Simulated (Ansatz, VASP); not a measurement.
## Two plane-wave programs on CsSnI3

```
Cs Sn I
1.0
     6.24149    0.00000    0.00000
     0.00000    6.24149    0.00000
     0.00000    0.00000    6.24149
Cs Sn I
1 1 3
Direct
  0.00000 0.00000 0.00000
  0.50000 0.50000 0.50000
  0.50000 0.50000 0.00000
  0.50000 0.00000 0.50000
  0.00000 0.50000 0.50000
```

Alike in both runs: task single point; functional PBE; k mesh 4 × 4 × 4; occupations fermi-dirac, width 0.02 eV; no spin polarisation.

|  | VASP | Ansatz |
| --- | --- | --- |
| version | VASP 6.6.1 | Ansatz 0.2.0 |
| potentials or method | VASP PAW PBE potentials, release 64 (Cs_sv, Sn_d, I) | plane waves, PAW |
| plane-wave cutoff (eV) | 520 | 420 |
| valence electrons in the cell | 44 | 74 |

```tsv
	VASP	Ansatz	Ansatz less VASP
pressure (GPa)	0.5	0.5	0.00
```

With one functional, cell and mesh, what is left measures potentials, basis and numerics. VASP's potentials hold 44 valence electrons a cell and Ansatz's 74, so a difference there can come from the potentials and not from the codes.

Spin-orbit coupling is off throughout.
